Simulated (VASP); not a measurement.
A run of VASP 6.6.1:

The input INCAR:

```
ALGO = Normal
EDIFF = 1E-6
ENCUT = 520
GGA = PS
ISIF = 2
ISMEAR = -1
LASPH = True
LCHARG = False
LREAL = False
LWAVE = False
NBANDS = 25
NELM = 80
PREC = Accurate
SIGMA = 0.15
```

File KPOINTS:

```
k-points
0
Gamma
  12 12 10
```

Contents of POSCAR:

```
Ta2SeO
1.0
    3.5168106974      0.0000000000      0.0000000000
    0.0000000000      3.5168106974      0.0000000000
    0.0000000000      0.0000000000      4.8532366614
Ta Se O
2 1 1
Direct
    0.0000000000      0.0000000000      0.0000000000
    0.5000000000      0.5000000000      0.5000000000
    0.0000000000      0.0000000000      0.5000000000
    0.5000000000      0.5000000000      0.0000000000
```

Potentials or basis: VASP PAW PBE potentials, release 64 (Ta_pv, Se, O).

Run with:

```bash
$ cat potpaw_PBE.64/Ta_pv/POTCAR potpaw_PBE.64/Se/POTCAR potpaw_PBE.64/O/POTCAR > POTCAR
$ mpirun -np 1 vasp_std > vasp.out
```

Hardware: 1 thread of AMD EPYC 9R45 96-Core Processor (Zen 5), on a shared host.

Estimate the wall time of this run.

Run time: 97 s on 1 thread of AMD EPYC 9R45 96-Core Processor (Zen 5), with other jobs on the host, peak memory 0.33 GiB. Counts: scf iterations 14, k points 168.
